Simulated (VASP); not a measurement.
# Mg5Cd11O16 (P1) in VASP: a series of runs, part 2 of 4

VASP 6.6.1. Earlier steps stand in the parts before.

## 3. Relaxation of volume and atoms at fixed shape, PBEsol

This run uses another cell than the first one, of 11.72 Å³/atom.

File INCAR:

```
PREC     = Accurate       # precision mode
ENCUT    = 600            # plane-wave cutoff, eV
EDIFF    = 1E-6           # SCF threshold, eV
ISMEAR   = -1             # smearing method
SIGMA    = 0.05           # smearing width, eV
LREAL    = Auto         
LASPH    = True           # aspherical terms in the spheres
NELM     = 100            # most SCF steps
ALGO     = Normal         # electronic algorithm
ISIF     = 8              # what is computed and relaxed
LWAVE    = False          # write WAVECAR
LCHARG   = False          # write CHGCAR
GGA      = PS             # functional
IBRION   = 2              # ionic algorithm
NSW      = 100            # ionic steps
EDIFFG   = -0.03          # ionic threshold
ISYM     = 0            
LUSENCCL = False
```

File KPOINTS:

```
Automatic mesh
0
Gamma
  1 1 1
  0.25 0.25 0.25
```

File POSCAR:

```
Mg5Cd11O16
1.0
    9.0859220000      0.0000000000      0.0000000000
    0.0000000000      9.0859220000      0.0000000000
    0.0000000000      0.0000000000      9.0859220000
O Cd Mg
32 22 10
Direct
    0.2517090000      0.9990010000      0.9967840000
    0.2455340000      0.0017260000      0.5019690000
    0.2521750000      0.5008410000      0.0012210000
    0.2485880000      0.5014260000      0.5007490000
    0.7538790000      0.9969360000      0.9998840000
    0.7502340000      0.9985490000      0.5034490000
    0.7459740000      0.4967310000      0.0018620000
    0.7509780000      0.5017110000      0.5035100000
    0.9984320000      0.2493870000      0.9992010000
    0.9963900000      0.2512120000      0.5009190000
    0.0005090000      0.7462570000      0.9988050000
    0.0010760000      0.7514350000      0.4993610000
    0.5030880000      0.2467260000      0.9954630000
    0.4992810000      0.2485110000      0.4983930000
    0.4975300000      0.7499680000      0.0019110000
    0.4978210000      0.7509590000      0.4971680000
    0.9989210000      0.0009340000      0.2493880000
    0.9978290000      0.9998560000      0.7504550000
    0.9990100000      0.4974400000      0.2489760000
    0.0011940000      0.5002240000      0.7505780000
    0.4987080000      0.9970070000      0.2499530000
    0.4991510000      0.0010610000      0.7509070000
    0.4992020000      0.4970700000      0.2480350000
    0.4980280000      0.4968920000      0.7459400000
    0.2482760000      0.2474730000      0.2531870000
    0.2540200000      0.2498960000      0.7499420000
    0.2521460000      0.7516900000      0.2499410000
    0.2513500000      0.7480610000      0.7484160000
    0.7511980000      0.2517480000      0.2508590000
    0.7483300000      0.2562520000      0.7486360000
    0.7530740000      0.7531370000      0.2492410000
    0.7514820000      0.7530640000      0.7485490000
    0.9993810000      0.9992890000      0.9979340000
    0.0034970000      0.0008820000      0.5008490000
    0.9975340000      0.4993530000      0.0005470000
    0.9969190000      0.5019080000      0.5000050000
    0.5003690000      0.0014760000      0.9994660000
    0.4968990000      0.9986030000      0.5048420000
    0.4999560000      0.5000380000      0.9991980000
    0.5003130000      0.5015550000      0.4960040000
    0.2516760000      0.2495300000      0.0036280000
    0.2473550000      0.2493230000      0.5005510000
    0.2494970000      0.7468110000      0.9991340000
    0.7491250000      0.2480340000      0.4995040000
    0.7479280000      0.7517650000      0.9987780000
    0.2528040000      0.0001010000      0.2478990000
    0.2510180000      0.4999290000      0.2523970000
    0.2492180000      0.4975840000      0.7503520000
    0.7479680000      0.0029880000      0.2521860000
    0.7492320000      0.4999440000      0.2508890000
    0.9956460000      0.2473580000      0.2496410000
    0.9936710000      0.7457680000      0.2513660000
    0.9994370000      0.7474340000      0.7525410000
    0.5016540000      0.7479460000      0.2481860000
    0.2521360000      0.7501970000      0.5015020000
    0.7497470000      0.2465620000      0.9992800000
    0.7519480000      0.7504170000      0.5016550000
    0.2508290000      0.9985390000      0.7465960000
    0.7473030000      0.9999510000      0.7523200000
    0.7492450000      0.4998710000      0.7489900000
    0.9994480000      0.2515950000      0.7503310000
    0.5014530000      0.2527450000      0.2489980000
    0.4983490000      0.2557640000      0.7519480000
    0.5012230000      0.7479170000      0.7509150000
```

Potentials or basis: VASP PAW PBE potentials, release 64 (O, Cd, Mg).

The run is started by

```bash
$ cat potpaw_PBE.64/O/POTCAR potpaw_PBE.64/Cd/POTCAR potpaw_PBE.64/Mg/POTCAR > POTCAR
$ mpirun -np 1 vasp_std > vasp.out
```

Run time: 20 min. Hardware: 1 × NVIDIA H100 80GB with 1 thread of AMD EPYC 7R13 (Zen 3), shared host; peak memory 2.2 GiB.

It converged, with:

```yaml
Free_energy: -308.0800 eV
Relaxed_volume: 12.04 Å³/atom
Relaxed_cell: a = 9.167 Å, b = 9.167 Å, c = 9.167 Å, α = 90.00°, β = 90.00°, γ = 90.00°
Space_group_after_relaxing_to_0.1_Å: P1 (No. 1)
Energy_gained_by_relaxing: 54.2 meV/atom
Ionic_steps: 22
Pressure_after_relaxing: 0.0 GPa
Largest_force_after_relaxing: 0.024 eV/Å
Band_gap_on_the_k_mesh: 1.40 eV
```

Forces in eV/Å, atoms in the order of the input:
```
O    0.002  0.006  0.004
O   -0.002  0.011 -0.006
O    0.000 -0.014  0.000
O   -0.003 -0.005 -0.007
O   -0.005 -0.005  0.002
O   -0.005  0.004  0.000
O   -0.006  0.005  0.014
O   -0.005 -0.007 -0.007
O    0.005  0.002  0.004
O   -0.008 -0.001  0.010
O   -0.004  0.002 -0.011
O    0.004 -0.002  0.002
O   -0.005 -0.008 -0.005
O    0.008  0.001 -0.022
O    0.008  0.002  0.004
O    0.000  0.003 -0.018
O    0.005  0.016 -0.001
O   -0.003 -0.002  0.004
O   -0.013 -0.007 -0.001
O    0.001  0.001  0.003
O   -0.005 -0.014 -0.006
O    0.011  0.008 -0.005
O    0.008  0.011 -0.001
O   -0.002 -0.006 -0.005
O   -0.015 -0.013 -0.005
O    0.021  0.000  0.008
O    0.013  0.011 -0.009
O   -0.009  0.001 -0.010
O    0.011  0.006  0.012
O   -0.003 -0.006  0.000
O   -0.022  0.000 -0.005
O    0.009 -0.006  0.014
Cd   0.001  0.002 -0.007
Cd  -0.001 -0.004  0.011
Cd  -0.003  0.002 -0.011
Cd  -0.007  0.001  0.009
Cd  -0.002 -0.006  0.006
Cd   0.003 -0.004 -0.004
Cd   0.010  0.011 -0.002
Cd   0.005  0.000  0.001
Cd   0.001  0.000  0.012
Cd  -0.003 -0.001 -0.005
Cd  -0.001  0.005  0.002
Cd   0.006  0.004 -0.002
Cd   0.006  0.002 -0.005
Cd   0.000 -0.004  0.004
Cd   0.009 -0.010 -0.009
Cd   0.012 -0.013  0.006
Cd  -0.001 -0.001  0.002
Cd   0.001 -0.001  0.005
Cd  -0.005 -0.003 -0.003
Cd   0.003 -0.006 -0.006
Cd  -0.001  0.003  0.005
Cd  -0.004  0.004  0.007
Mg  -0.003  0.005  0.000
Mg  -0.008 -0.001 -0.004
Mg   0.002  0.001 -0.006
Mg   0.004  0.003  0.001
Mg  -0.009  0.001  0.002
Mg  -0.012  0.013 -0.004
Mg  -0.013 -0.001  0.002
Mg   0.005  0.007  0.015
Mg   0.008 -0.014  0.013
Mg   0.005  0.013  0.007
```

Stress tensor (GPa, compression positive):
```
 0.11 -0.02  0.07
-0.02  0.09 -0.13
 0.07 -0.13 -0.23
```

Step by step:
```csv
step,energy change (eV),largest force (eV/Å),pressure (GPa),volume (Å³)
1,0.0000,2.1390,6.40,750.08
2,-2.0436,0.7337,-4.94,802.03
3,-2.0838,0.8915,-3.72,795.13
4,-3.0214,0.4195,-1.16,777.42
5,-3.1962,0.4638,0.76,766.16
6,-3.3555,0.3377,0.11,769.22
7,-3.3917,0.2548,-0.31,771.49
8,-3.4277,0.1281,0.24,768.78
9,-3.4325,0.1195,0.56,767.24
10,-3.4455,0.0996,-0.32,771.87
11,-3.4464,0.0895,-0.15,770.94
12,-3.4539,0.0727,-0.05,770.40
13,-3.4568,0.0809,0.07,769.70
14,-3.4619,0.0570,-0.02,770.21
15,-3.4627,0.0564,-0.06,770.47
16,-3.4656,0.0468,0.09,769.73
17,-3.4658,0.0462,0.15,769.42
18,-3.4673,0.0437,-0.08,770.64
19,-3.4673,0.0426,-0.08,770.62
20,-3.4687,0.0373,-0.03,770.37
21,-3.4692,0.0322,0.04,770.06
22,-3.4701,0.0239,-0.01,770.31
```

Final structure:
```xyz
64
Lattice="9.1669 0.0000 0.0000 0.0000 9.1669 0.0000 0.0000 0.0000 9.1669" Properties=species:S:1:pos:R:3 pbc="T T T"
O     2.2782    9.1480    8.9964
O     2.2896    9.0286    4.7324
O     2.2679    4.5982    9.1477
O     2.2824    4.7672    4.6207
O     6.8732    0.0829    9.0122
O     6.8788    9.0292    4.7321
O     6.8689    4.4830    9.0098
O     6.8751    4.7271    4.7385
O     9.0149    2.2859    9.0323
O     9.1517    2.2959    4.7072
O     9.1481    6.8639    0.0085
O     0.0029    6.8758    4.6244
O     4.7040    2.2860    9.1436
O     4.6033    2.2930    4.5637
O     4.5873    6.8656    9.0328
O     4.5878    6.8765    4.7217
O     0.0059    0.0297    2.2854
O     9.1155    0.1436    6.8722
O     9.1559    4.5488    2.2928
O     9.0203    4.4109    6.8766
O     4.5832    0.1475    2.2783
O     4.6202    0.0309    6.8713
O     4.5878    4.4325    2.2815
O     4.7041    4.4653    6.8726
O     2.4310    2.2843    2.2802
O     2.4364    2.1564    6.8640
O     2.3302    6.8989    2.4764
O     2.4354    7.0003    6.7722
O     6.7546    2.2847    2.1442
O     6.8225    2.2481    6.9467
O     6.8417    6.8749    2.4737
O     6.7452    6.9066    6.7843
Cd    9.1489    0.0187    9.1238
Cd    9.1658    9.1588    4.6224
Cd    9.1294    4.5515    9.1349
Cd    9.1500    4.5954    4.6216
Cd    4.5904    0.0182    9.1383
Cd    4.5881    0.0005    4.5993
Cd    4.5965    4.5570    9.1348
Cd    4.5924    4.5909    4.6090
Cd    2.2924    2.2729    9.1227
Cd    2.3023    2.2753    4.6096
Cd    2.3022    6.8883    9.1269
Cd    6.8581    2.2895    4.6033
Cd    6.8535    6.8683    9.1126
Cd    2.3066    0.0027    2.3159
Cd    2.3029    4.5897    2.3195
Cd    2.3091    4.5671    6.8617
Cd    6.8624    0.0043    2.2922
Cd    6.8568    4.5719    2.2958
Cd    9.1422    2.2909    2.2582
Cd    0.0003    6.8722    2.3411
Cd    9.1476    6.8960    6.8652
Cd    4.5855    6.8689    2.3299
Mg    2.3393    6.9061    4.6630
Mg    6.8388    2.2810    9.0964
Mg    6.8266    6.8768    4.6809
Mg    2.3544    0.0122    6.8475
Mg    6.8354    0.0190    6.8682
Mg    6.8339    4.5401    6.8702
Mg    9.0095    2.2623    6.8936
Mg    4.6102    2.2914    2.2317
Mg    4.6320    2.2673    6.9033
Mg    4.6049    6.9541    6.8379
```

Levels at points of the mesh, in eV from the valence-band top:
| k point | band 235 | band 236 | band 237 | band 238 | band 239 | band 240 | band 241 | band 242 |
| --- | --- | --- | --- | --- | --- | --- | --- | --- |
| (0.25, 0.25, 0.25) | -0.10 | -0.08 | -0.03 | 0.00 | 1.40 | 2.84 | 3.02 | 3.28 |

Caveat: the PAW data sets were made with another functional, which shifts forces and pressure a little; a shifted mesh leaves out Γ, where band edges can lie.

[end of part 2 of 4]
